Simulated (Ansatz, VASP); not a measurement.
**Nb in VASP and in Ansatz**

```
Nb
1.0
    -1.68585    1.68585    1.68585
     1.68585   -1.68585    1.68585
     1.68585    1.68585   -1.68585
Nb
1
Direct
  0.00000 0.00000 0.00000
```

Alike in both runs: task single point; functional r2SCAN; k mesh 11 × 11 × 11; occupations fermi-dirac, width 0.05 eV; no spin polarisation.

|  | VASP | Ansatz |
| --- | --- | --- |
| version | VASP 6.6.1 | Ansatz 0.2.0 |
| potentials or method | VASP PAW PBE potentials, release 64 (Nb_sv) | Ansatz PAW |
| plane-wave cutoff (eV) | 550 | 500 |
| valence electrons in the cell | 13 | 13 |

Ansatz gave:

* gap on the k mesh at the Fermi level (eV): none
* pressure (GPa): -9.3

Q: Estimate VASP's values.

A: gap on the k mesh at the Fermi level (eV): none; pressure (GPa): -9.5.

VASP's potentials were made for PBE, not for r2SCAN. A gap of «none» marks a metal or a gap that the smearing closes.
